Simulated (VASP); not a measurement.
Write the native input for VASP 6.6.1 that does the following.

* Task: single point
* Functional: PBE
* Potentials or basis: VASP PAW PBE potentials, release 64 (Hf_pv)
* Cutoff: 520 eV
* k mesh: 13 × 13 × 13
* Occupations: fermi-dirac, width 0.03 eV
* Spin: no spin polarisation
* Dipole correction: no
* Further INCAR settings: ALGO = Normal; EDIFF = 1e-06; NBANDS = 11

The structure of Hf lies in POSCAR:

```
Hf
1.0
    0.0000000000      2.2492138765      2.2492138765
    2.2492138765      0.0000000000      2.2492138765
    2.2492138765      2.2492138765      0.0000000000
Hf
1
Direct
    0.0000000000      0.0000000000      0.0000000000
```

This cell differs from its parent crystal: volume scaled by 1.04.

The input as run:

INCAR

```
  PREC = Accurate
  ENCUT = 520
  EDIFF = 1E-6
  ISMEAR = -1
  SIGMA = 0.03
  LREAL = False
  LASPH = True
  NELM = 60
  ALGO = Normal
  ISIF = 2
  LWAVE = False
  LCHARG = False
  GGA = PE
  NBANDS = 11
```

KPOINTS

```
regular mesh
0
Gamma
  13 13 13
```

Potentials or basis: VASP PAW PBE potentials, release 64 (Hf_pv).

Command:

```sh
$ cat potpaw_PBE.64/Hf_pv/POTCAR > POTCAR
$ mpirun -np 1 vasp_std > vasp.out
```

It gave:

```
Pressure               : -1.4 GPa
Band gap on the k mesh : zero (band 5 reaches 6.02 eV, above the bottom of band 6 at 4.09 eV)
```

Caveat: spin-orbit coupling is left out, which moves the levels of the heavy elements.

Run time: 14 s on 1 thread of Intel Xeon 8259CL, on a shared host, peak memory 0.15 GiB.
